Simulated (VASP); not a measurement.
# SiMo3: single point with PBE

The system is SiMo3.

```
Si Mo
1.0
     4.90645    0.00000    0.00000
     0.00000    4.90645    0.00000
     0.00000    0.00000    4.90645
Si Mo
2 6
Direct
  0.00000 0.01883 0.00000
  0.50000 0.51883 0.50000
  0.25000 0.02782 0.50000
  0.50000 0.68886 0.00000
  0.75000 0.02782 0.50000
  0.50000 0.18886 0.00000
  0.00000 0.52782 0.75000
  0.00000 0.52782 0.25000
```

This cell differs from its parent crystal: atoms displaced along a vibrational mode.

```yaml
Program: VASP 6.6.1
Task: single point
Functional: PBE
Potentials_or_basis: VASP PAW PBE potentials, release 64 (Si, Mo_sv)
Cutoff: 520 eV
k_mesh: 8 × 8 × 8
Occupations: gaussian, width 0.15 eV
Spin: no spin polarisation
Dipole_correction: no
Further_INCAR_settings: ALGO = Fast; EDIFF = 1e-06; NBANDS = 56
```

```json
{
 "Pressure": "3.6 GPa",
 "Largest force": "2.368 eV/Å",
 "Band gap on the k mesh": "zero (bands 46 and 47 overlap by 2.14 eV)"
}
```

Forces on the atoms (eV/Å):
```
Si   0.000 -0.218  0.000
Si   0.000 -0.218  0.000
Mo  -0.057 -1.075  0.000
Mo   0.000  2.368  0.000
Mo   0.057 -1.075  0.000
Mo   0.000  2.368  0.000
Mo   0.000 -1.075 -0.057
Mo   0.000 -1.075  0.057
```

Stress tensor (GPa, compression positive):
```
4.26 0.00 0.00
0.00 2.44 0.00
0.00 0.00 4.26
```

Levels at points of the mesh, in eV from the Fermi level:
```tsv
k point	band 43	band 44	band 45	band 46	band 47	band 48	band 49	band 50
(0.00, 0.00, 0.00)	-1.71	-1.54	0.36	1.09	1.09	1.63	2.31	2.47
(0.50, 0.00, 0.00)	-1.77	-1.61	0.23	0.28	0.48	0.73	1.43	1.75
(0.00, 0.50, 0.00)	-1.61	-1.61	0.19	0.19	0.81	0.81	1.31	1.31
(0.50, 0.50, 0.00)	-0.96	-0.80	-0.75	-0.48	-0.26	-0.20	-0.12	0.29
(0.50, 0.00, 0.50)	-1.06	-1.02	-0.78	-0.77	-0.77	0.27	0.52	0.63
(0.50, 0.50, 0.50)	-1.19	-1.19	-1.06	-1.06	-1.05	-1.05	1.29	1.29
```

Run time: 11 min on 1 thread of Intel Xeon 8259CL, on a shared host, peak memory 0.45 GiB.

Caveat: the cell differs from its parent crystal (atoms displaced along a vibrational mode); the cell stands under pressure; forces of over 1 eV/Å act on the atoms, so gaps and moduli don't describe the material at rest.
